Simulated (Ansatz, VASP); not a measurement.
## Two plane-wave programs on SrAlZnC6N6

```xyz
15
Lattice="0.0000 5.3831 5.3831 5.3831 0.0000 5.3831 5.3831 5.3831 0.0000" Properties=species:S:1:pos:R:3 pbc="T T T"
Sr    2.6916    2.6916    2.6916
Al    0.0000    0.0000    0.0000
Zn    5.3831    5.3831    5.3831
C     2.0808    5.3831    5.3831
C     5.3831    8.6855    5.3831
C     5.3831    5.3831    8.6855
C     8.6855    5.3831    5.3831
C     5.3831    2.0808    5.3831
C     5.3831    5.3831    2.0808
N     3.2492    5.3831    5.3831
N     5.3831    7.5171    5.3831
N     5.3831    5.3831    7.5171
N     7.5171    5.3831    5.3831
N     5.3831    3.2492    5.3831
N     5.3831    5.3831    3.2492
```

Alike in both runs: task single point; functional PBE; k mesh 4 × 4 × 4; occupations gaussian, width 0.1 eV; collinear spin.

```csv
,VASP,Ansatz
version,VASP 6.6.1,Ansatz 0.2.0
potentials or method,"VASP PAW PBE potentials, release 64 (Sr_sv, Al, Zn, C, N), cutoff 520 eV","scalar-relativistic, plane waves, PAW"
valence electrons in the cell,79,79
```

|  | VASP | Ansatz | Ansatz less VASP |
| --- | --- | --- | --- |
| gap on the k mesh at the Fermi level (eV) | none | none | - |
| pressure (GPa) | 0.6 | 0.2 | -0.43 |
| rms of the force components (eV/Å) | 0.171 | 0.035 | -0.1362 |
| net moment per atom (μB) | 0.04 | 0.04 | -0.001 |
| size of the moment on the site where the two differ most (μB) | 0.06 | 0.16 | +0.098 |

Site moments also hang on the region over which each program counts them. Atom by atom the forces differ by 0.205 eV/Å (rms over components). A gap of «none» marks a metal or a gap that the smearing closes. One of these differences is far larger than is usual between the two programs; its cause wasn't traced. Ansatz's warnings: seeded moment not kept.

Noted on VASP's run: the standard files for N, O and F lose accuracy on very short bonds.
